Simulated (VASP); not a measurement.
Write the native input for VASP 6.6.1 that does the following.

| Property | Result |
| --- | --- |
| Task | single point |
| Functional | LDA |
| Potentials or basis | VASP PAW LDA potentials, release 64 (Ir) |
| Cutoff | 500 eV |
| k mesh | 18 × 18 × 18 |
| Occupations | gaussian, width 0.1 eV |
| Spin | no spin polarisation |
| Dipole correction | no |
| Further INCAR settings | ALGO = Normal; EDIFF = 1e-06; NBANDS = 10 |

The structure of Ir lies in POSCAR:

```
Ir
1.0
    0.0000000000      1.9054476258      1.9054476258
    1.9054476258      0.0000000000      1.9054476258
    1.9054476258      1.9054476258      0.0000000000
Ir
1
Direct
    0.0000000000      0.0000000000      0.0000000000
```

The input as run:

INCAR

```
SYSTEM = Ir
PREC = Accurate
ENCUT = 500
EDIFF = 1E-6
ISMEAR = 0
SIGMA = 0.1
LREAL = .FALSE.
LASPH = .TRUE.
NELM = 120
ALGO = Normal
ISIF = 2
LWAVE = .FALSE.
LCHARG = .FALSE.
NBANDS = 10
GGA_COMPAT = .FALSE.
```

KPOINTS

```
Automatic mesh
0
G
  18 18 18
  0 0 0
```

Potentials or basis: VASP PAW LDA potentials, release 64 (Ir).

Launch:

```sh
$ cat potpaw_LDA.64/Ir/POTCAR > POTCAR
$ mpirun -np 1 vasp_std > vasp.out
```

Results of the run:

```json
{"Pressure": "2.6 GPa"}
```

Run time: 8.2 s on 1 thread of Intel(R) Xeon(R) 6975P-C (Granite Rapids) (shared host), peak memory 0.14 GiB.
